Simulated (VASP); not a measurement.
Input of a VASP 6.6.1 run:

Contents of INCAR:

```
ALGO     = Normal         # electronic algorithm
EDIFF    = 1E-6           # SCF threshold, eV
EDIFFG   = -0.002         # ionic threshold
ENCUT    = 520            # plane-wave cutoff, eV
GGA      = PS             # functional
IBRION   = 2              # ionic algorithm
ISIF     = 2              # what is computed and relaxed
ISMEAR   = 0              # smearing method
LASPH    = True           # aspherical terms in the spheres
LCHARG   = False          # write CHGCAR
LREAL    = False          # projectors in reciprocal space
LWAVE    = False          # write WAVECAR
NELM     = 100            # most SCF steps
NSW      = 60             # ionic steps
PREC     = Accurate       # precision mode
SIGMA    = 0.02           # smearing width, eV
```

KPOINTS

```
k-points
0
Gamma
  9 9 6
```

File POSCAR:

```
BN
1.0
    2.5118406711      0.0000000000      0.0000000000
   -1.2559203355      2.1753178314      0.0000000000
    0.0000000000      0.0000000000      4.1606277799
B N
2 2
Direct
    0.3333333333      0.6666666667     -0.0003702338
    0.6666666667      0.3333333333      0.4996297662
    0.3333333333      0.6666666667      0.3743702338
    0.6666666667      0.3333333333      0.8743702338
```

Potentials or basis: VASP PAW PBE potentials, release 64 (B, N).

Command:

```bash
$ cat potpaw_PBE.64/B/POTCAR potpaw_PBE.64/N/POTCAR > POTCAR
$ mpirun -np 1 vasp_std > vasp.out
```

**Question.** Predict the band gap on the k mesh.

**Answer.** 4.86 eV, indirect (least direct gap 8.37 eV).

**Question.** What does it give for the energy gained by relaxing?

**Answer.** 0.0 meV/atom.

Step by step:
```
step  energy change (eV)  largest force (eV/Å)  pressure (GPa)
   1              0.0000                0.0636           14.40
   2              0.0002                0.0959           14.33
   3             -0.0002                0.0012           14.37
```

Caveat: the cell differs from its parent crystal (strained cell); the PAW data sets were made with another functional, which shifts forces and pressure a little. A k mesh can miss the band edges.
